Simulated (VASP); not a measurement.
Here is a VASP 6.6.1 calculation.

The input INCAR:

```
ALGO     = Normal         # electronic algorithm
EDIFF    = 1E-7           # SCF threshold, eV
ENCUT    = 520            # plane-wave cutoff, eV
GGA      = PS             # functional
ISIF     = 2              # what is computed and relaxed
ISMEAR   = -1             # smearing method
ISPIN    = 2              # spin polarisation
LASPH    = True           # aspherical terms in the spheres
LCHARG   = False          # write CHGCAR
LMAXMIX  = 4              # l up to which the mixer works
LORBIT   = 11             # projections on sites
LREAL    = False          # projectors in reciprocal space
LWAVE    = False          # write WAVECAR
MAGMOM   = 1 1            # initial moments
NBANDS   = 22             # bands
NELM     = 150            # most SCF steps
PREC     = Accurate       # precision mode
SIGMA    = 0.05           # smearing width, eV
```

Contents of KPOINTS:

```
k-points
0
Gamma
  10 10 8
```

The input POSCAR:

```
TiNi
1.0
    2.6988281566      0.0000000000      0.0000000000
    0.0000000000      2.6988281566      0.0000000000
    0.0000000000      0.0000000000      3.5330066341
Ni Ti
1 1
Direct
    0.0000000000      0.0000000000      0.0000000000
    0.5000000000      0.5000000000      0.5000000000
```

Potentials or basis: VASP PAW PBE potentials, release 64 (Ni, Ti_sv).

The run is started by

```bash
$ cat potpaw_PBE.64/Ni/POTCAR potpaw_PBE.64/Ti_sv/POTCAR > POTCAR
$ mpirun -np 1 vasp_std > vasp.out
```

**Question.** Estimate the net moment.

**Answer.** 0.00 μB per cell.

**Question.** Estimate the band gap on the k mesh.

**Answer.** Zero (filled and empty bands overlap).

Stress tensor (GPa, compression positive):
```
 0.79  0.00  0.00
 0.00  0.79  0.00
 0.00  0.00 -1.06
```

Caveat: the PAW data sets were made with another functional, which shifts forces and pressure a little.
